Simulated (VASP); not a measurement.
Wanted: the native input for a VASP 6.6.1 run.

```yaml
Task: single point
Functional: PBE
Potentials_or_basis: VASP PAW PBE potentials, release 64 (Pb_d, Se)
Cutoff: 520 eV
k_mesh: 7 × 7 × 7
Occupations: gaussian, width 0.029 eV
Spin: no spin polarisation
Dipole_correction: no
Further_INCAR_settings: ALGO = Normal; EDIFF = 1e-06; NBANDS = 17
```

The structure of PbSe lies in POSCAR:

```
PbSe
1.0
    3.7843220000      0.0000000000      0.0000000000
    0.0000000000      3.7843220000      0.0000000000
    0.0000000000      0.0000000000      3.7843220000
Pb Se
1 1
Direct
    0.0000000000      0.0000000000      0.0000000000
    0.5000000000      0.5000000000      0.5000000000
```

These files were run (other wordings do the same):

INCAR

```
ALGO = Normal ; EDIFF = 1E-6
ENCUT = 520 ; GGA = PE
ISIF = 2 ; ISMEAR = 0
LASPH = True ; LCHARG = False
LREAL = False ; LWAVE = False
NBANDS = 17 ; NELM = 80
PREC = Accurate ; SIGMA = 0.028999999999999998
```

KPOINTS

```
k-points
0
Gamma
  7 7 7
```

Potentials or basis: VASP PAW PBE potentials, release 64 (Pb_d, Se).

The run is started by

```console
$ cat potpaw_PBE.64/Pb_d/POTCAR potpaw_PBE.64/Se/POTCAR > POTCAR
$ mpirun -np 1 vasp_std > vasp.out
```

Results of the run:

The pressure is -0.2 GPa. The band gap on the k mesh is zero (band 10 reaches 5.29 eV, above the bottom of band 11 at 5.19 eV).

Caveat: spin-orbit coupling is left out, which moves the levels of the heavy elements.

It took 12 s on 1 thread of Intel(R) Xeon(R) Platinum 8259CL CPU @ 2.50GHz (Skylake/Cascade Lake), with other jobs on the host, peak memory 0.16 GiB.
